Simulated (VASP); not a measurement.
**NbSi (CsCl type): single point with PBE**

Crystal: NbSi (CsCl type).

```xyz
2
Lattice="3.0368 0.0000 0.0000 0.0000 3.0368 0.0000 0.0000 0.0000 3.0368" Properties=species:S:1:pos:R:3 pbc="T T T"
Nb    0.0000    0.0000    0.0000
Si    1.5184    1.5184    1.5184
```

```json
{"Program": "VASP 6.6.1", "Task": "single point", "Functional": "PBE", "Potentials or basis": "VASP PAW PBE potentials, release 64 (Nb_sv, Si)", "Cutoff": "500 eV", "k mesh": "13 × 13 × 13", "Occupations": "fermi-dirac, width 0.1 eV", "Spin": "no spin polarisation"}
```

* Pressure: 24.7 GPa

Levels at points of the mesh, in eV from the Fermi level:
```csv
k point,band 6,band 7,band 8,band 9,band 10,band 11
"(0.00, 0.00, 0.00)",-3.18,-3.18,2.56,2.56,2.56,2.85
```

Run time: 14 s on 1 thread of Intel(R) Xeon(R) 6975P-C (Granite Rapids), on a shared host, peak memory 0.15 GiB.
